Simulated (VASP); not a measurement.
## MgO: single point with PBE

**Experimental background.**

From “Electronic structure of alkaline earth and post-transition metal oxides”, 2009, arxiv:0908.1581, for a bulk crystal of MgO: band gap 7.83 eV.

MgO:

```xyz
2
Lattice="0.0000 2.1269 2.1269 2.1269 0.0000 2.1269 2.1269 2.1269 0.0000" Properties=species:S:1:pos:R:3 pbc="T T T"
Mg    0.0000    0.0000    0.0000
O     2.1269    2.1269    2.1269
```

* Program: VASP 6.6.1
* Task: single point
* Functional: PBE
* Potentials or basis: VASP PAW PBE potentials, release 64 (Mg_sv, O)
* Cutoff: 840 eV
* k mesh: 8 × 8 × 8
* Occupations: gaussian, width 0.01 eV
* Spin: no spin polarisation
* Dipole correction: no
* Further INCAR settings: ALGO = Normal; EDIFF = 1e-06; NBANDS = 15

```yaml
Pressure: 0.1 GPa
Band_gap_on_the_k_mesh: 4.46 eV
```

Levels at points of the mesh, in eV from the valence-band top:
```tsv
k point	band 5	band 6	band 7	band 8	band 9	band 10	band 11	band 12
(0.00, 0.00, 0.00)	-17.10	0.00	0.00	0.00	4.46	15.64	15.64	15.64
(0.50, 0.00, 0.00)	-15.86	-4.48	-0.62	-0.62	7.72	12.28	16.03	16.03
(0.50, 0.50, 0.00)	-15.65	-3.94	-1.30	-1.30	9.09	9.69	12.79	18.55
```

Wall time 13 s on 1 thread of Intel(R) Xeon(R) Platinum 8259CL CPU @ 2.50GHz (Skylake/Cascade Lake) (shared host), peak memory 0.16 GiB.

Measured gap of MgO: 7.83 eV (quoted in “Electronic structure of alkaline earth and post-transition metal oxides”, 2009, arxiv:0908.1581). This calculation gives 4.46 eV (-3.37 eV). The value is that of PBE, without temperature or zero-point motion. Semilocal functionals fall short of measured gaps as a rule.
